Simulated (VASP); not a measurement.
# Li (P6_3/mmc) in VASP: a series of runs, part 2 of 2

VASP 6.6.1. Earlier steps stand in the parts before.

**3. Single point, PBE**

This run uses another cell than the first one, of the same volume but with other edges.

The input, INCAR:

```
  ALGO = Normal
  EDIFF = 1E-7
  ENCUT = 520
  GGA = PE
  ISIF = 2
  ISMEAR = -1
  LASPH = T
  LCHARG = T
  LELF = T
  LREAL = F
  LVHAR = T
  LWAVE = F
  NBANDS = 10
  NELM = 100
  PREC = Accurate
  SIGMA = 0.15
```

The input, KPOINTS:

```
k-points
0
Gamma
  15 15 8
```

The input, POSCAR:

```
Li
1.0
    3.1110021516      0.0000000000      0.0000000000
   -1.5555010758      2.6942068945      0.0000000000
    0.0000000000      0.0000000000      5.0930000000
Li
2
Direct
    0.3333333333      0.6666666667      0.2500000000
    0.6666666667      0.3333333333      0.7500000000
```

Potentials or basis: VASP PAW PBE potentials, release 64 (Li_sv).

Run with:

```console
$ cat potpaw_PBE.64/Li_sv/POTCAR > POTCAR
$ mpirun -np 1 vasp_std > vasp.out
```

OUTCAR:

```text
EDIFF = 1E-7
   ENCUT = 520
   GGA = PE
   ISIF = 2
   ISMEAR = -1
   LASPH = T
   LREAL = F
   NELM = 100
   PREC = Accurate

 ion  position               nearest neighbor table
   1  0.333  0.667  0.250-
   2  0.667  0.333  0.750-

  LATTYP: Found a hexagonal cell.
 ALAT       =     3.1110021516
 C/A-ratio  =     1.6370930497

  Lattice vectors:

 A1 = (   3.1110021516,   0.0000000000,   0.0000000000)
 A2 = (  -1.5555010758,   2.6942068945,   0.0000000000)
 A3 = (   0.0000000000,   0.0000000000,   5.0930000000)

Analysis of symmetry for initial positions (statically):
=====================================================================
 Subroutine PRICEL returns:
 Original cell was already a primitive cell.

 Routine SETGRP: Setting up the symmetry group for a
 hexagonal supercell.

 Subroutine GETGRP returns: Found 24 space group operations
 (whereof 12 operations were pure point group operations)
 out of a pool of 24 trial point group operations.

The static configuration has the point symmetry D_3d.
 The point group associated with its full space group is D_6h.

Analysis of symmetry for dynamics (positions and initial velocities):
=====================================================================
 Subroutine PRICEL returns:
 Original cell was already a primitive cell.

 Routine SETGRP: Setting up the symmetry group for a
 hexagonal supercell.

 Subroutine GETGRP returns: Found 24 space group operations
 (whereof 12 operations were pure point group operations)
 out of a pool of 24 trial point group operations.

The dynamic configuration has the point symmetry D_3d.
 The point group associated with its full space group is D_6h.

 Subroutine INISYM returns: Found 24 space group operations
 (whereof 12 operations are pure point group operations),
 and found     1 'primitive' translations

----------------------------------------------------------------------------------------

                                     Primitive cell

  volume of cell :      42.6879

  direct lattice vectors                    reciprocal lattice vectors
     3.111002152  0.000000000  0.000000000     0.321439829  0.185583372  0.000000000
    -1.555501076  2.694206895  0.000000000     0.000000000  0.371166744  0.000000000
     0.000000000  0.000000000  5.093000000     0.000000000  0.000000000  0.196347929

  length of vectors
     3.111002152  3.111002152  5.093000000     0.371166744  0.371166744  0.196347929

  position of ions in fractional coordinates (direct lattice)
     0.333333333  0.666666667  0.250000000
     0.666666667  0.333333333  0.750000000

  ion indices of the primitive-cell ions
   primitive index   ion index
                 1           1
                 2           2

----------------------------------------------------------------------------------------

 KPOINTS: k-points

Automatic generation of k-mesh.
 Grid dimensions read from file:
 generate k-points for:   15   15    8

 Generating k-lattice:

  Cartesian coordinates                     Fractional coordinates (reciprocal lattice)
     0.021429322  0.012372225  0.000000000     0.066666667  0.000000000  0.000000000
     0.000000000  0.024744450  0.000000000     0.000000000  0.066666667  0.000000000
     0.000000000  0.000000000  0.024543491     0.000000000  0.000000000  0.125000000

  Length of vectors
     0.024744450  0.024744450  0.024543491

  Shift w.r.t. Gamma in fractional coordinates (k-lattice)
     0.000000000  0.000000000  0.000000000

 Subroutine IBZKPT returns following result:
 ===========================================

 Found    135 irreducible k-points:

 Following reciprocal coordinates:
            Coordinates               Weight
  0.000000  0.000000  0.000000      1.000000
  0.066667  0.000000  0.000000      6.000000
  0.133333 -0.000000  0.000000      6.000000
  0.200000 -0.000000  0.000000      6.000000
  0.266667 -0.000000  0.000000      6.000000
  0.333333 -0.000000  0.000000      6.000000
[... 16 lines left out ...]
  0.333333  0.200000  0.000000     12.000000
  0.400000  0.200000  0.000000      6.000000
 [... further k-points ...]
   k-points           NKPTS =    135   k-points in BZ     NKDIM =    135   number of bands    NBANDS=     10
   number of dos      NEDOS =    301   number of ions     NIONS =      2
   total plane-waves  NPLWV =  23040
   dimension x,y,z NGX =    24 NGY =   24 NGZ =   40
   dimension x,y,z NGXF=    48 NGYF=   48 NGZF=   80
   ions per type =               2
   NGX,Y,Z   is equivalent  to a cutoff of  12.83, 12.83, 13.06 a.u.
   NGXF,Y,Z  is equivalent  to a cutoff of  25.65, 25.65, 26.11 a.u.
 SYSTEM =  unknown system
   PREC   = accura    normal or accurate (medium, high low for compatibility)
   ISTART =      0    job   : 0-new  1-cont  2-samecut
   ICHARG =      2    charge: 1-file 2-atom 10-const
   ISPIN  =      1    spin polarized calculation?
   LNONCOLLINEAR =      F non collinear calculations
   LSORBIT =      F    spin-orbit coupling
   LASPH  =      T    aspherical Exc in radial PAW
   ENCUT  =  520.0 eV  38.22 Ry    6.18 a.u.   5.78  5.78  9.47*2*pi/ulx,y,z
   NELM   =    100;   NELMIN=  2; NELMDL= -5     # of ELM steps
   EDIFF  = 0.1E-06   stopping-criterion for ELM
   LREAL  =      F    real-space projection
   EDIFFG = 0.1E-05   stopping-criterion for IOM
   NSW    =      0    number of steps for IOM
   IBRION =     -1    ionic relax: 0-MD 1-quasi-New 2-CG
   NFREE  =      0    steps in history (QN), initial steepest desc. (CG)
   ISIF   =      2    stress and relaxation
   ISYM   =      2    0-nonsym 1-usesym 2-fastsym
   POTIM  = 0.5000    time-step for ionic-motion
   TEBEG  =    0.0;   TEEND  =   0.0 temperature during run
   PSTRESS=    0.0 pullay stress
   NELECT =       6.0000    total number of electrons
   NUPDOWN=      -1.0000    fix difference up-down
   EMIN   =  10.00;   EMAX   =-10.00  energy-range for DOS
   EFERMI =   0.00;   METHOD = LEGACY
   ISMEAR =    -1;   SIGMA  =   0.15  broadening in eV -4-tet -1-fermi 0-gaus
   EFERMI_NEDOS =   21; number of points for ismear=-14 and -15
   IALGO  =     38    algorithm
   IMIX   =      4    mixing-type and parameters
     AMIX     =   0.40;   BMIX     =  1.00
     AMIX_MAG =   1.60;   BMIX_MAG =  1.00
  volume/ion in A,a.u.               =      21.34       144.04
  Fermi-wavevector in a.u.,A,eV,Ry     =   0.851184  1.608505  9.857621  0.724515
  Thomas-Fermi vector in A             =   1.967278
   LORBIT       =      0    0 simple, 1 ext, 2 COOP (PROOUT), +10 PAW based schemes
   GGA     = PE    functional components
   LHFCALC =     F    Hartree Fock is set to
   AEXX    =    0.0000 exact exchange contribution
   IVDW    =     0    specifies the selected vdW correction
   LEPSILON=     F    determine dielectric tensor
   LRPA    =     F    only Hartree local field effects (RPA)
 non-spin polarized calculation
  energy-cutoff  :      520.00
  volume of cell :       42.69
 maximum number of plane-waves:      1182
 NGX is ok and might be reduce to    24

 number of electron       5.9999991 magnetization

 Free energy of the ion-electron system (eV)
  ---------------------------------------------------
  ext. energy  EPLUGINS =         0.00000000
  ---------------------------------------------------
  free energy    TOTEN  =        -3.84369566 eV

  energy without entropy =       -3.77251974  energy(sigma->0) =       -3.80810770

 E-fermi :   0.4760     XC(G=0):  -6.9197

 val. band max:        0.4735526355   @ k =   0.4000   0.1333   0.0000
 cond. band min:       0.4762427773   @ k =   0.0000   0.0000   0.0000
 fundamental gap:      0.0026901417
 Fermi energy:         0.4759891013

 k-point     1 :       0.0000    0.0000    0.0000
  band No.  band energies     occupation
      1     -46.1339      2.00000
      2     -46.1196      2.00000
      3      -3.0084      2.00000
      4       0.4762      0.99915
      5       3.2236      0.00000
      6      12.5233      0.00000
      7      12.5233      0.00000
      8      13.8744      0.00000
      9      13.8744      0.00000
     10      14.3923      0.00000
[... 287 lines left out ...]
 k-point    24 :       0.4000    0.2000    0.0000
  band No.  band energies     occupation
      1     -46.1177      2.00000
      2     -46.1149      2.00000
      3       0.9921      0.06208
      4       1.9205      0.00013
      5       4.6629      0.00000
      6       5.6179      0.00000
      7       6.5091      0.00000
      8       6.6489      0.00000
      9      10.0960      0.00000
     10      10.5622      0.00000

 [... further k-points ...]
[... 5 lines left out ...]
  --------------------------------------------------------------------------------------
  -------------------------------------------------------------------------------------
  Total       -0.1860507     -0.1860507     -0.1860431      0.0000000     -0.0000000      0.0000000
  in kB       -6.9829195     -6.9829195     -6.9826322      0.0000000     -0.0000000      0.0000000
  external PRESSURE =      -6.9828237 kB  Pullay stress =       0.0000000 kB

 VOLUME and BASIS-vectors are now :
 -----------------------------------------------------------------------------
  energy-cutoff  :      520.00
  volume of cell :       42.69
      direct lattice vectors                 reciprocal lattice vectors
     3.111002152  0.000000000  0.000000000     0.321439829  0.185583372  0.000000000
    -1.555501076  2.694206895  0.000000000     0.000000000  0.371166744  0.000000000
     0.000000000  0.000000000  5.093000000     0.000000000  0.000000000  0.196347929

 POSITION                                       TOTAL-FORCE (eV/Angst)
 -----------------------------------------------------------------------------------
     -0.00000      1.79614      1.27325         0.000000     -0.000000      0.000000
      1.55550      0.89807      3.81975        -0.000000      0.000000      0.000000
 -----------------------------------------------------------------------------------
    total drift:                               -0.000000      0.000000      0.000000

  FREE ENERGIE OF THE ION-ELECTRON SYSTEM (eV)
  ---------------------------------------------------
  free  energy   TOTEN  =        -3.8436956610 eV

  energy  without entropy=       -3.7725197419  energy(sigma->0) =       -3.80810770
```

OSZICAR:

```text
N       E                     dE             d eps       ncg     rms          rms(c)
DAV:   1     0.170952647421E+02    0.17095E+02   -0.32900E+03  2700   0.565E+02
DAV:   2    -0.126115232627E+01   -0.18356E+02   -0.17838E+02  3550   0.108E+02
DAV:   3    -0.380506649219E+01   -0.25439E+01   -0.25256E+01  4408   0.308E+01
DAV:   4    -0.384696965032E+01   -0.41903E-01   -0.41841E-01  3548   0.443E+00
DAV:   5    -0.384737785630E+01   -0.40821E-03   -0.40817E-03  3614   0.437E-01    0.360E-01
DAV:   6    -0.384492110426E+01    0.24568E-02   -0.64271E-04  4810   0.123E-01    0.203E-01
DAV:   7    -0.384370267447E+01    0.12184E-02   -0.12135E-03  5230   0.162E-01    0.351E-02
DAV:   8    -0.384370484413E+01   -0.21697E-05   -0.19763E-05  3258   0.394E-02    0.194E-03
DAV:   9    -0.384369863965E+01    0.62045E-05   -0.10286E-06  4448   0.958E-03    0.598E-04
DAV:  10    -0.384369580760E+01    0.28320E-05   -0.47785E-08  2324   0.186E-03    0.152E-04
DAV:  11    -0.384369562821E+01    0.17938E-06   -0.10811E-08  1696   0.902E-04    0.595E-05
DAV:  12    -0.384369566097E+01   -0.32759E-07   -0.22438E-09  1548   0.458E-04
   1 F= -.38436957E+01 E0= -.38081077E+01  d E =-.711759E-01
```

stdout:

```text
POSCAR found type information on POSCAR Li
 POSCAR found :  1 types and       2 ions
 scaLAPACK will be used
 LDA part: xc-table for (Slater+PW92), standard interpolation
 POSCAR, INCAR and KPOINTS ok, starting setup
 FFT: planning ... GRIDC
 FFT: planning ... GRID_SOFT
 FFT: planning ... GRID
 WAVECAR not read
 entering main loop
```

Run time: 62 s. Hardware: 1 thread of Intel Xeon 8259CL, shared host; peak memory 0.18 GiB.

Results:

```
Free energy            : -3.8437 eV
Band gap on the k mesh : zero (bands 3 and 4 overlap by 4.51 eV)
```

Caveat: the cutoff is under 1.25 times the usual one of these potentials, so pressure, stress and relaxed cells hold a basis-set (Pulay) error.

**4. Single point, PBE**

This run uses another cell than the first one, of the same volume but with other edges.

The input, INCAR:

```
  PREC = Accurate
  ENCUT = 520
  EDIFF = 1E-6
  ISMEAR = -1
  SIGMA = 0.01
  LREAL = False
  LASPH = True
  NELM = 100
  ALGO = Normal
  ISIF = 2
  LWAVE = False
  LCHARG = False
  GGA = PE
  NBANDS = 10
```

The input, KPOINTS:

```
regular mesh
0
Gamma
  15 15 8
```

POSCAR is that of step 3.

Run with:

```console
$ cat potpaw_PBE.64/Li_sv/POTCAR > POTCAR
$ mpirun -np 1 vasp_std > vasp.out
```

It took 36 s on 1 thread of Intel Xeon 8259CL, shared host; peak memory 0.18 GiB.

Results (log left out):

```yaml
Free_energy: -3.8065 eV
Band_gap_on_the_k_mesh: zero (bands 3 and 4 overlap by 4.51 eV)
```

Levels at points of the mesh, in eV from the Fermi level:
```csv
k point,band 1,band 2,band 3,band 4,band 5,band 6
"(0.00, 0.00, 0.00)",-46.61,-46.60,-3.49,0.00,2.74,12.04
"(0.00, 0.00, 0.50)",-46.61,-46.61,-2.40,-2.40,7.66,7.66
```

Caveat: the cutoff is under 1.25 times the usual one of these potentials, so pressure, stress and relaxed cells hold a basis-set (Pulay) error.

**5. Single point, PBE**

This run uses another cell than the first one, of the same volume but with other edges.

The input, INCAR:

```
SYSTEM = Li
ALGO = Normal
EDIFF = 1E-6
ENCUT = 520
GGA = PE
ISIF = 2
ISMEAR = 0
LASPH = .True.
LCHARG = .False.
LREAL = .False.
LWAVE = .False.
NBANDS = 10
NELM = 100
PREC = Accurate
SIGMA = 0.2
```

The input, KPOINTS:

```
k-points
0
Gamma
  15 15 8
  0 0 0
```

POSCAR is that of step 4.

Run with:

```console
$ cat potpaw_PBE.64/Li_sv/POTCAR > POTCAR
$ mpirun -np 1 vasp_std > vasp.out
```

Run time: 40 s. Hardware: 1 thread of Intel Xeon 8259CL, shared host; peak memory 0.18 GiB.

It converged, with:

* Free energy: -3.8171 eV
* Band gap on the k mesh: zero (bands 3 and 4 overlap by 4.51 eV)

Levels at points of the mesh, in eV from the Fermi level:
```csv
k point,band 1,band 2,band 3,band 4,band 5,band 6
"(0.00, 0.00, 0.00)",-46.62,-46.60,-3.49,-0.01,2.74,12.04
"(0.00, 0.00, 0.50)",-46.61,-46.61,-2.40,-2.40,7.65,7.65
```

Caveat: the cutoff is under 1.25 times the usual one of these potentials, so pressure, stress and relaxed cells hold a basis-set (Pulay) error.

**6. Single point, PBE**

This run uses another cell than the first one, of the same volume but with other edges.

The input, INCAR:

```
SYSTEM = Li
ALGO = Normal
EDIFF = 1E-6
ENCUT = 520
GGA = PE
ISIF = 2
ISMEAR = -1
LASPH = .TRUE.
LCHARG = .FALSE.
LREAL = .FALSE.
LWAVE = .FALSE.
NBANDS = 10
NELM = 100
PREC = Accurate
SIGMA = 0.28
```

The input, KPOINTS:

```
k-points
0
G
  15 15 8
  0 0 0
```

POSCAR is that of step 5.

Potentials or basis: VASP PAW PBE potentials, release 64 (Li_sv).

Run with:

```console
$ cat potpaw_PBE.64/Li_sv/POTCAR > POTCAR
$ mpirun -np 1 vasp_std > vasp.out
```

Wall time 37 s (1 thread of Intel Xeon 8259CL, shared host); peak memory 0.18 GiB.

It converged, with:

```yaml
Free_energy: -3.9289 eV
Band_gap_on_the_k_mesh: zero (bands 3 and 4 overlap by 4.51 eV)
```

Levels at points of the mesh, in eV from the Fermi level:
```
           k point  band 1  band 2  band 3  band 4  band 5  band 6
(0.00, 0.00, 0.00)  -46.60  -46.58   -3.47    0.01    2.76   12.06
(0.00, 0.00, 0.50)  -46.59  -46.59   -2.38   -2.38    7.67    7.67
```

Caveat: the cutoff is under 1.25 times the usual one of these potentials, so pressure, stress and relaxed cells hold a basis-set (Pulay) error.

**7. Summary**

```tsv
cell	smearing	gap on the mesh (eV)
a = 3.051, b = 3.051, c = 5.297 Å, angles 90.0, 90.0, 120.0°, 2 atoms	fermi-dirac 0.03 eV	none
a = 3.111, b = 3.111, c = 5.093 Å, angles 90.0, 90.0, 120.0°, 2 atoms	fermi-dirac 0.15 eV	none
a = 3.111, b = 3.111, c = 5.093 Å, angles 90.0, 90.0, 120.0°, 2 atoms	fermi-dirac 0.01 eV	none
a = 3.111, b = 3.111, c = 5.093 Å, angles 90.0, 90.0, 120.0°, 2 atoms	gaussian 0.2 eV	none
a = 3.111, b = 3.111, c = 5.093 Å, angles 90.0, 90.0, 120.0°, 2 atoms	fermi-dirac 0.28 eV	none
```

Alike in all rows: task single point; level PBE; potentials or basis VASP PAW PBE potentials, release 64 (Li_sv); no spin polarisation; k mesh 15 × 15 × 8; cutoff (eV) 520.

Caveats: the cutoff is under 1.25 times the usual one of these potentials, so pressure, stress and relaxed cells hold a basis-set (Pulay) error.

Absolute energies hang on the potentials; compare differences alone.
